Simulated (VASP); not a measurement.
# ZnSe (Stilleite) (F-43m) in VASP: further runs

Aim: see how the results for ZnSe (Stilleite) move with the level of theory and the settings. Levels: BLYP+D4, PBE. Tasks: dielectric tensor.

All numbers are computed with VASP 6.6.1; they aren't measurements. Logs are shortened: lines on timing, memory, paths and dates and some standing lists are left out, and cuts for length are marked.

**1. The cell of the first run**

Symmetry: F-43m, No. 216, cubic system. Conventional cell: a = 5.668 Å, b = 5.668 Å, c = 5.668 Å, α = 90.00°, β = 90.00°, γ = 90.00°. Within 3.2 Å of Se (site symmetry -43m) lie 4 Zn at 2.45 Å. Within 3.2 Å of Zn (site symmetry -43m) lie 4 Se at 2.45 Å.

**2. Dielectric tensor, BLYP+D4**

Input file INCAR:

```
SYSTEM = ZnSe
AGGAC = 1.0
AGGAX = 1.0
ALDAC = 0.0
ALDAX = 1.0
ALGO = Normal
EDIFF = 1E-8
ENCUT = 520
GGA = B5
ISIF = 2
ISMEAR = 0
IVDW = 13
LASPH = .TRUE.
LCHARG = .FALSE.
LEPSILON = .TRUE.
LREAL = .FALSE.
LWAVE = .FALSE.
NELM = 100
PREC = Accurate
SIGMA = 0.01
VDW_A1 = 0.44488865
VDW_A2 = 4.0933009
VDW_S6 = 1.0
VDW_S8 = 2.34076671
```

Input file KPOINTS:

```
k-points
0
G
  8 8 8
  0 0 0
```

Input file POSCAR:

```
ZnSe
1.0
    0.0000000000      2.8338000000      2.8338000000
    2.8338000000      0.0000000000      2.8338000000
    2.8338000000      2.8338000000      0.0000000000
Se Zn
1 1
Direct
    0.7500000000      0.7500000000      0.7500000000
    0.0000000000      0.0000000000      0.0000000000
```

Potentials or basis: VASP PAW PBE potentials, release 64 (Se, Zn).

Launch:

```console
$ cat potpaw_PBE.64/Se/POTCAR potpaw_PBE.64/Zn/POTCAR > POTCAR
$ mpirun -np 1 vasp_std > vasp.out
```

OUTCAR:

```text
SYSTEM = ZnSe
   EDIFF = 1E-8
   ENCUT = 520
   GGA = B5
   ISIF = 2
   ISMEAR = 0
   IVDW = 13
   LASPH = .TRUE.
   LEPSILON = .TRUE.
   LREAL = .FALSE.
   NELM = 100
   PREC = Accurate

 ion  position               nearest neighbor table
   1  0.750  0.750  0.750-   2 2.45   2 2.45   2 2.45   2 2.45
   2  0.000  0.000  0.000-   1 2.45   1 2.45   1 2.45   1 2.45

  LATTYP: Found a face centered cubic cell.
 ALAT       =     5.6676000000

  Lattice vectors:

 A1 = (   0.0000000000,   2.8338000000,   2.8338000000)
 A2 = (   2.8338000000,   0.0000000000,   2.8338000000)
 A3 = (   2.8338000000,   2.8338000000,   0.0000000000)

Analysis of symmetry for initial positions (statically):
=====================================================================
 Subroutine PRICEL returns:
 Original cell was already a primitive cell.

 Routine SETGRP: Setting up the symmetry group for a
 face centered cubic supercell.

 Subroutine GETGRP returns: Found 24 space group operations
 (whereof 24 operations were pure point group operations)
 out of a pool of 48 trial point group operations.

The static configuration has the point symmetry T_d .

Analysis of symmetry for dynamics (positions and initial velocities):
=====================================================================
 Subroutine PRICEL returns:
 Original cell was already a primitive cell.

 Routine SETGRP: Setting up the symmetry group for a
 face centered cubic supercell.

 Subroutine GETGRP returns: Found 24 space group operations
 (whereof 24 operations were pure point group operations)
 out of a pool of 48 trial point group operations.

The dynamic configuration has the point symmetry T_d .

 Subroutine INISYM returns: Found 24 space group operations
 (whereof 24 operations are pure point group operations),
 and found     1 'primitive' translations

----------------------------------------------------------------------------------------

                                     Primitive cell

  volume of cell :      45.5132

  direct lattice vectors                    reciprocal lattice vectors
     0.000000000  2.833800000  2.833800000    -0.176441527  0.176441527  0.176441527
     2.833800000  0.000000000  2.833800000     0.176441527 -0.176441527  0.176441527
     2.833800000  2.833800000  0.000000000     0.176441527  0.176441527 -0.176441527

  length of vectors
     4.007598393  4.007598393  4.007598393     0.305605690  0.305605690  0.305605690

  position of ions in fractional coordinates (direct lattice)
     0.750000000  0.750000000  0.750000000
     0.000000000  0.000000000  0.000000000

  ion indices of the primitive-cell ions
   primitive index   ion index
                 1           1
                 2           2

----------------------------------------------------------------------------------------

 KPOINTS: k-points

Automatic generation of k-mesh.
 Grid dimensions read from file:
 generate k-points for:    8    8    8

 Generating k-lattice:

  Cartesian coordinates                     Fractional coordinates (reciprocal lattice)
    -0.022055191  0.022055191  0.022055191     0.125000000  0.000000000  0.000000000
     0.022055191 -0.022055191  0.022055191     0.000000000  0.125000000  0.000000000
     0.022055191  0.022055191 -0.022055191     0.000000000  0.000000000  0.125000000

  Length of vectors
     0.038200711  0.038200711  0.038200711

  Shift w.r.t. Gamma in fractional coordinates (k-lattice)
     0.000000000  0.000000000  0.000000000

 Subroutine IBZKPT returns following result:
 ===========================================

 Found     29 irreducible k-points:

 Following reciprocal coordinates:
            Coordinates               Weight
  0.000000  0.000000  0.000000      1.000000
  0.125000  0.000000  0.000000      8.000000
[... 70 lines left out ...]
   LEPSILON=     T    determine dielectric tensor
   LRPA    =     F    only Hartree local field effects (RPA)
 non-spin polarized calculation
 Gauss-broadening in eV      SIGMA  =   0.01
  energy-cutoff  :      520.00
  volume of cell :       45.51
 maximum number of plane-waves:      1243
 NGX is ok and might be reduce to    30
   NGX = 15   NGY = 15   NGZ = 15

--------------------------------------- Ionic step        1  -------------------------------------------

 number of electron      18.0000012 magnetization

 E-fermi :   2.0835     XC(G=0):  -8.7961

 val. band max:        2.0013186942   @ k =   0.0000   0.0000   0.0000
 cond. band min:       3.2759147155   @ k =   0.0000   0.0000   0.0000
 fundamental gap:      1.2745960213
 Fermi energy:         2.0834615960

 k-point     1 :       0.0000    0.0000    0.0000
  band No.  band energies     occupation
      1     -11.2569      2.00000
      2      -4.6563      2.00000
      3      -4.6563      2.00000
      4      -4.6563      2.00000
      5      -4.2982      2.00000
      6      -4.2982      2.00000
      7       2.0013      2.00000
      8       2.0013      2.00000
      9       2.0013      2.00000
     10       3.2759      0.00000
     11       7.8487      0.00000
     12       7.8487      0.00000
     13       7.8488      0.00000
[... 354 lines left out ...]
  band No.  band energies     occupation
      1     -10.3546      2.00000
      2      -4.5520      2.00000
      3      -4.5184      2.00000
      4      -4.3273      2.00000
      5      -4.2910      2.00000
      6      -4.0889      2.00000
      7      -2.8648      2.00000
      8      -0.3769      2.00000
      9       0.5593      2.00000
     10       6.2136      0.00000
     11       7.6826      0.00000
     12       9.4488      0.00000
     13      10.7679      0.00000

 [... further k-points ...]

  FORCE on cell =-STRESS in cart. coord.  units (eV):
  Direction    XX          YY          ZZ          XY          YZ          ZX
  --------------------------------------------------------------------------------------
  -------------------------------------------------------------------------------------
  Total       0.27869     0.27869     0.27869     0.00000     0.00000     0.00000
  in kB       9.81055     9.81055     9.81055     0.00000     0.00000     0.00000
  external pressure =        9.81 kB  Pullay stress =        0.00 kB

 VOLUME and BASIS-vectors are now :
 -----------------------------------------------------------------------------
  energy-cutoff  :      520.00
  volume of cell :       45.51
      direct lattice vectors                 reciprocal lattice vectors
     0.000000000  2.833800000  2.833800000    -0.176441527  0.176441527  0.176441527
     2.833800000  0.000000000  2.833800000     0.176441527 -0.176441527  0.176441527
     2.833800000  2.833800000  0.000000000     0.176441527  0.176441527 -0.176441527

 POSITION                                       TOTAL-FORCE (eV/Angst)
 -----------------------------------------------------------------------------------
      4.25070      4.25070      4.25070         0.000000      0.000000      0.000000
      0.00000      0.00000      0.00000        -0.000000     -0.000000     -0.000000
 -----------------------------------------------------------------------------------
    total drift:                               -0.000000     -0.000000      0.000000

  FREE ENERGIE OF THE ION-ELECTRON SYSTEM (eV)
  ---------------------------------------------------
  free  energy   TOTEN  =        -6.1300675774 eV

  energy  without entropy=       -6.1300675774  energy(sigma->0) =       -6.13006758

 HEAD OF MICROSCOPIC STATIC DIELECTRIC TENSOR (INDEPENDENT PARTICLE, excluding Hartree and local field effects)
 ------------------------------------------------------
           8.124653    -0.000000    -0.000000
          -0.000000     8.124653    -0.000000
           0.000000    -0.000000     8.124653
 ------------------------------------------------------

 Free energy of the ion-electron system (eV)
  ---------------------------------------------------
  ---------------------------------------------------
  free energy    TOTEN  =        -0.91271460 eV

  energy without entropy =       -0.91271460

------------------------ aborting loop because EDIFF is reached ----------------------------------------

  DFT-D4 for vdW energy calculation

  Edisp (eV):   -1.20067
[... 7 lines left out ...]
  Edisp (eV):   -1.20067

--------------------------------------- Ionic step        3  -------------------------------------------

 Free energy of the ion-electron system (eV)
  ---------------------------------------------------
  ---------------------------------------------------
  free energy    TOTEN  =        -0.91271488 eV

  energy without entropy =       -0.91271488

------------------------ aborting loop because EDIFF is reached ----------------------------------------

  DFT-D4 for vdW energy calculation

  Edisp (eV):   -1.20067

 PIEZOELECTRIC TENSOR FIELD DIRECTION 3  (e Angst)
 -----------------------------------------------------------------------------
    -0.00075  2.02992  0.00000           (  0.00000 -0.03302  0.00000)
     2.02992 -0.00075  0.00000           ( -0.03302  0.00000  0.00000)
     0.00000  0.00000 -0.00020           (  0.00000  0.00000 -0.00000)

 PIEZOELECTRIC TENSOR FIELD DIRECTION 3  (C/m^2)
 -----------------------------------------------------------------------------
    -0.00026  0.71458  0.00000
     0.71458 -0.00026  0.00000
     0.00000  0.00000 -0.00007

 MACROSCOPIC STATIC DIELECTRIC TENSOR (including local field effects in DFT)
 ------------------------------------------------------
           7.728127    -0.000000     0.000000
          -0.000000     7.728127     0.000000
          -0.000000     0.000000     7.728127
 ------------------------------------------------------

 PIEZOELECTRIC TENSOR (including local field effects)  for field in x, y, z        (e  Angst)
          XX          YY          ZZ          XY          YZ          ZX
  --------------------------------------------------------------------------------
  x     0.00000    -0.00000    -0.00000     0.00000     2.04551     0.00000
  y     0.00000     0.00000     0.00000     0.00000    -0.00000     2.04551
  z     0.00000     0.00000    -0.00000     2.04551     0.00000     0.00000

 PIEZOELECTRIC TENSOR (including local field effects)  for field in x, y, z        (C/m^2)
          XX          YY          ZZ          XY          YZ          ZX
  --------------------------------------------------------------------------------
  x     0.00000    -0.00000    -0.00000     0.00000     0.72007     0.00000
  y     0.00000     0.00000     0.00000     0.00000    -0.00000     0.72007
  z     0.00000     0.00000    -0.00000     0.72007     0.00000     0.00000

 BORN EFFECTIVE CHARGES (including local field effects) (in |e|, cummulative output)
 ---------------------------------------------------------------------------------
 ion    1
    1    -2.10422     0.00000     0.00000
    2     0.00000    -2.10422     0.00000
    3     0.00000    -0.00000    -2.10422
 ion    2
    1     2.10422    -0.00000    -0.00000
    2    -0.00000     2.10422    -0.00000
    3    -0.00000     0.00000     2.10422
```

It took 7.7 min on 1 thread of Intel Xeon Platinum 8259CL at 2.50GHz (Skylake/Cascade Lake), shared host; peak memory 0.3 GiB.

Results:

* Band gap on the k mesh: 1.27 eV, direct
* Electronic dielectric tensor (diagonal): 7.73
* Born charges (mean of the diagonal): Se -2.10; Zn +2.10 e
* Dispersion energy per atom: -0.600 eV

Electronic dielectric tensor:
```
7.73 0.00 0.00
0.00 7.73 0.00
0.00 0.00 7.73
```

Born effective charge tensors (e):
atom 1, Se
```
-2.10  0.00  0.00
 0.00 -2.10  0.00
 0.00  0.00 -2.10
```
atom 2, Zn
```
2.10 0.00 0.00
0.00 2.10 0.00
0.00 0.00 2.10
```

Caveat: the PAW data sets were made with another functional, which shifts forces and pressure a little. As with any semilocal functional, this BLYP gap is likely too small.

**3. Dielectric tensor, PBE**

Input file INCAR:

```
  PREC = Accurate
  ENCUT = 520
  EDIFF = 1E-8
  ISMEAR = 0
  SIGMA = 0.01
  LREAL = F
  LASPH = T
  NELM = 80
  ALGO = Normal
  ISIF = 2
  LWAVE = F
  LCHARG = F
  GGA = PE
  LEPSILON = T
```

Input file KPOINTS:

```
Automatic mesh
0
Gamma
  8 8 8
```

POSCAR is that of step 2.

Potentials or basis: VASP PAW PBE potentials, release 64 (Se, Zn).

Launch:

```console
$ cat potpaw_PBE.64/Se/POTCAR potpaw_PBE.64/Zn/POTCAR > POTCAR
$ mpirun -np 1 vasp_std > vasp.out
```

OUTCAR:

```text
PREC = Accurate
   ENCUT = 520
   EDIFF = 1E-8
   ISMEAR = 0
   LREAL = F
   LASPH = T
   NELM = 80
   ISIF = 2
   GGA = PE
   LEPSILON = T

 ion  position               nearest neighbor table
   1  0.750  0.750  0.750-   2 2.45   2 2.45   2 2.45   2 2.45
   2  0.000  0.000  0.000-   1 2.45   1 2.45   1 2.45   1 2.45

  LATTYP: Found a face centered cubic cell.
 ALAT       =     5.6676000000

  Lattice vectors:

 A1 = (   0.0000000000,   2.8338000000,   2.8338000000)
 A2 = (   2.8338000000,   0.0000000000,   2.8338000000)
 A3 = (   2.8338000000,   2.8338000000,   0.0000000000)

Analysis of symmetry for initial positions (statically):
=====================================================================
 Subroutine PRICEL returns:
 Original cell was already a primitive cell.

 Routine SETGRP: Setting up the symmetry group for a
 face centered cubic supercell.

 Subroutine GETGRP returns: Found 24 space group operations
 (whereof 24 operations were pure point group operations)
 out of a pool of 48 trial point group operations.

The static configuration has the point symmetry T_d .

Analysis of symmetry for dynamics (positions and initial velocities):
=====================================================================
 Subroutine PRICEL returns:
 Original cell was already a primitive cell.

 Routine SETGRP: Setting up the symmetry group for a
 face centered cubic supercell.

 Subroutine GETGRP returns: Found 24 space group operations
 (whereof 24 operations were pure point group operations)
 out of a pool of 48 trial point group operations.

The dynamic configuration has the point symmetry T_d .

 Subroutine INISYM returns: Found 24 space group operations
[... 559 lines left out ...]
  free  energy   TOTEN  =        -6.0201177518 eV

  energy  without entropy=       -6.0201177518  energy(sigma->0) =       -6.02011775

 HEAD OF MICROSCOPIC STATIC DIELECTRIC TENSOR (INDEPENDENT PARTICLE, excluding Hartree and local field effects)
 ------------------------------------------------------
           8.151136     0.000000     0.000000
           0.000000     8.151136     0.000000
          -0.000000     0.000000     8.151136
 ------------------------------------------------------

 Free energy of the ion-electron system (eV)
  ---------------------------------------------------
  ---------------------------------------------------
  free energy    TOTEN  =        -0.92444684 eV

  energy without entropy =       -0.92444684

------------------------ aborting loop because EDIFF is reached ----------------------------------------

--------------------------------------- Ionic step        2  -------------------------------------------

------------------------ aborting loop because EDIFF is reached ----------------------------------------

--------------------------------------- Ionic step        3  -------------------------------------------

 Free energy of the ion-electron system (eV)
  ---------------------------------------------------
  ---------------------------------------------------
  free energy    TOTEN  =        -0.92444690 eV

  energy without entropy =       -0.92444690

------------------------ aborting loop because EDIFF is reached ----------------------------------------

 PIEZOELECTRIC TENSOR FIELD DIRECTION 3  (e Angst)
 -----------------------------------------------------------------------------
    -0.00072  2.02021  0.00000           (  0.00000 -0.03505  0.00000)
     2.02021 -0.00072  0.00000           ( -0.03505  0.00000  0.00000)
     0.00000  0.00000 -0.00030           (  0.00000  0.00000 -0.00000)

 PIEZOELECTRIC TENSOR FIELD DIRECTION 3  (C/m^2)
 -----------------------------------------------------------------------------
    -0.00025  0.71116  0.00000
     0.71116 -0.00025  0.00000
     0.00000  0.00000 -0.00011

 MACROSCOPIC STATIC DIELECTRIC TENSOR (including local field effects in DFT)
 ------------------------------------------------------
           7.778472     0.000000    -0.000000
          -0.000000     7.778472    -0.000000
           0.000000     0.000000     7.778472
 ------------------------------------------------------

 PIEZOELECTRIC TENSOR (including local field effects)  for field in x, y, z        (e  Angst)
          XX          YY          ZZ          XY          YZ          ZX
  --------------------------------------------------------------------------------
  x     0.00000     0.00000    -0.00000     0.00000     2.03598     0.00000
  y    -0.00000    -0.00000     0.00000     0.00000     0.00000     2.03598
  z     0.00000    -0.00000     0.00000     2.03598     0.00000     0.00000

 PIEZOELECTRIC TENSOR (including local field effects)  for field in x, y, z        (C/m^2)
          XX          YY          ZZ          XY          YZ          ZX
  --------------------------------------------------------------------------------
  x     0.00000     0.00000    -0.00000     0.00000     0.71672     0.00000
  y    -0.00000    -0.00000     0.00000     0.00000     0.00000     0.71672
  z     0.00000    -0.00000     0.00000     0.71672     0.00000     0.00000

 BORN EFFECTIVE CHARGES (including local field effects) (in |e|, cummulative output)
 ---------------------------------------------------------------------------------
 ion    1
    1    -2.08743     0.00000     0.00000
    2    -0.00000    -2.08743    -0.00000
    3    -0.00000    -0.00000    -2.08743
 ion    2
    1     2.08743     0.00000     0.00000
    2     0.00000     2.08743     0.00000
    3     0.00000     0.00000     2.08743
```

stdout:

```text
POSCAR found type information on POSCAR SeZn
 POSCAR found :  2 types and       2 ions
 scaLAPACK will be used
 LDA part: xc-table for (Slater+PW92), standard interpolation
 POSCAR, INCAR and KPOINTS ok, starting setup
 FFT: planning ... GRIDC
 FFT: planning ... GRID_SOFT
 FFT: planning ... GRID
 WAVECAR not read
 entering main loop
 Linear response reoptimize wavefunctions to high precision
 Linear response G [H, r] |phi>, progress :
  Direction:   1
 Linear response G [H, r] |phi>, progress :
  Direction:   2
 Linear response G [H, r] |phi>, progress :
  Direction:   3
 Linear response to external field (no local field effect), progress :
  Direction:   1
 dielectric tensor                  component  1 :     9.275     3.798     1.002
 Linear response to external field (no local field effect), progress :
  Direction:   2
 dielectric tensor                  component  2 :     3.797     9.675    -1.306
 Linear response to external field (no local field effect), progress :
  Direction:   3
 dielectric tensor                  component  3 :     1.005    -1.307     5.503
 Linear response to external field, progress :
  Direction:   1
 dielectric tensor                  component  1 :     7.778     1.743     0.798
 Linear response to external field, progress :
  Direction:   2
 dielectric tensor                  component  2 :     1.693     7.778     0.672
 Linear response to external field, progress :
  Direction:   3
 dielectric tensor                  component  3 :     1.338     1.203     7.778
 Born effective charges drift removed
```

Wall time 5.4 min (1 thread of Intel Xeon Platinum 8259CL at 2.50GHz (Skylake/Cascade Lake), shared host); peak memory 0.3 GiB.

What came out:

```
Band gap on the k mesh                  : 1.29 eV, direct
Electronic dielectric tensor (diagonal) : 7.78
Born charges (mean of the diagonal)     : Se -2.09; Zn +2.09 e
```

Levels at points of the mesh, in eV from the valence-band top:
```tsv
k point	band 5	band 6	band 7	band 8	band 9	band 10	band 11	band 12	band 13
(0.00, 0.00, 0.00)	-6.18	-6.18	0.00	0.00	0.00	1.29	5.80	5.80	5.80
(0.50, 0.00, 0.00)	-6.16	-6.02	-5.23	-0.87	-0.87	2.54	6.38	6.38	8.58
(0.50, 0.50, 0.00)	-6.13	-6.00	-4.75	-2.19	-2.19	2.98	3.46	10.74	11.25
```

Electronic dielectric tensor:
```
7.78 0.00 0.00
0.00 7.78 0.00
0.00 0.00 7.78
```

Born effective charge tensors (e):
atom 1, Se
```
-2.09  0.00  0.00
 0.00 -2.09  0.00
 0.00  0.00 -2.09
```
atom 2, Zn
```
2.09 0.00 0.00
0.00 2.09 0.00
0.00 0.00 2.09
```

As with any semilocal functional, this PBE gap is likely too small.
